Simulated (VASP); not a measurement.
InP:

```xyz
2
Lattice="0.0000 2.9305 2.9305 2.9305 0.0000 2.9305 2.9305 2.9305 0.0000" Properties=species:S:1:pos:R:3 pbc="T T T"
In    0.0000    0.0000    0.0000
P     1.4652    1.4652    1.4652
```

Base run:

- Program: VASP 6.6.1
- Functional: r2SCAN
- Potentials or basis: VASP PAW PBE potentials, release 64 (In_d, P)
- Cutoff: 550 eV
- k mesh: 8 × 8 × 8
- Occupations: fermi-dirac, width 0.02 eV
- Spin: no spin polarisation

Its results: band gap on the k mesh 1.17 eV, direct; pressure 1.6 GPa.

Task: After a change of settings the same cell gave: band gap on the k mesh 1.08 eV, direct; pressure 5.7 GPa. Which change was it?
A. k mesh from 8 × 8 × 8 to 2 × 2 × 2
B. k mesh from 8 × 8 × 8 to 6 × 6 × 6
C. k mesh from 8 × 8 × 8 to 4 × 4 × 4

Result: A.

Caveats: some runs use coarse meshes; the PAW data sets were made with another functional, which shifts forces and pressure a little; spin-orbit coupling is left out, which moves the levels of the heavy elements.
